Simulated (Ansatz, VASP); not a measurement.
**In in VASP and in Ansatz**

```xyz
2
Lattice="0.0000 3.1125 3.1125 3.1125 0.0000 3.1125 3.1125 3.1125 0.0000" Properties=species:S:1:pos:R:3 pbc="T T T"
In    3.1125    3.1125    3.1125
In    4.6687    4.6687    4.6687
```

Alike in both runs: task single point; functional r2SCAN; k mesh 6 × 6 × 6; occupations gaussian, width 0.1 eV; no spin polarisation.

|  | VASP | Ansatz |
| --- | --- | --- |
| version | VASP 6.6.1 | Ansatz 0.2.0 |
| potentials or method | VASP PAW PBE potentials, release 64 (In_d), cutoff 520 eV | scalar-relativistic, plane waves, PAW |
| valence electrons in the cell | 26 | 26 |

```csv
,VASP,Ansatz,Ansatz less VASP
gap on the k mesh at the Fermi level (eV),none,none,-
pressure (GPa),7.9,7.8,-0.07
```

VASP's potentials were made for PBE, not for r2SCAN. A gap of «none» marks a metal or a gap that the smearing closes. With one functional, cell and mesh, what is left measures potentials, basis and numerics.
